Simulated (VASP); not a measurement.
**Ca: single point with PBE**

The system is Ca.

```
Ca
1.0
    -2.26034    2.26034    2.25102
     2.26034   -2.26034    2.25102
     2.26034    2.26034   -2.25102
Ca
1
Direct
  0.50000 0.50000 0.00000
```

This cell differs from its parent crystal: strain +0.025 along x and y, +0.025 along z.

| Property | Result |
| --- | --- |
| Program | VASP 6.6.1 |
| Task | single point |
| Functional | PBE |
| Potentials or basis | VASP PAW PBE potentials, release 64 (Ca_sv) |
| Cutoff | 520 eV |
| k mesh | 16 × 16 × 16 |
| Occupations | gaussian, width 0.15 eV |
| Spin | no spin polarisation |

| Item | Value |
| --- | --- |
| Pressure | -1.3 GPa |
| Band gap on the k mesh | zero (band 5 reaches 2.01 eV, above the bottom of band 6 at 1.58 eV) |

Levels at points of the mesh, in eV from the Fermi level:
| k point | band 2 | band 3 | band 4 | band 5 | band 6 | band 7 | band 8 | band 9 |
| --- | --- | --- | --- | --- | --- | --- | --- | --- |
| (0.00, 0.00, 0.00) | -23.20 | -23.20 | -23.20 | -3.92 | 2.15 | 2.17 | 2.17 | 3.12 |
| (0.50, 0.00, 0.00) | -23.30 | -23.23 | -23.20 | -0.86 | -0.09 | 1.29 | 3.02 | 3.37 |
| (0.50, 0.50, 0.00) | -23.30 | -23.23 | -23.20 | -0.87 | -0.10 | 1.31 | 3.01 | 3.36 |
| (0.50, 0.50, 0.50) | -23.27 | -23.27 | -23.27 | 0.13 | 0.14 | 3.57 | 3.57 | 3.63 |

Run time: 90 s on 1 thread of Intel(R) Xeon(R) 6975P-C (Granite Rapids), with other jobs on the host, peak memory 0.3 GiB.

Caveat: the cell differs from its parent crystal (strain +0.025 along x and y, +0.025 along z).
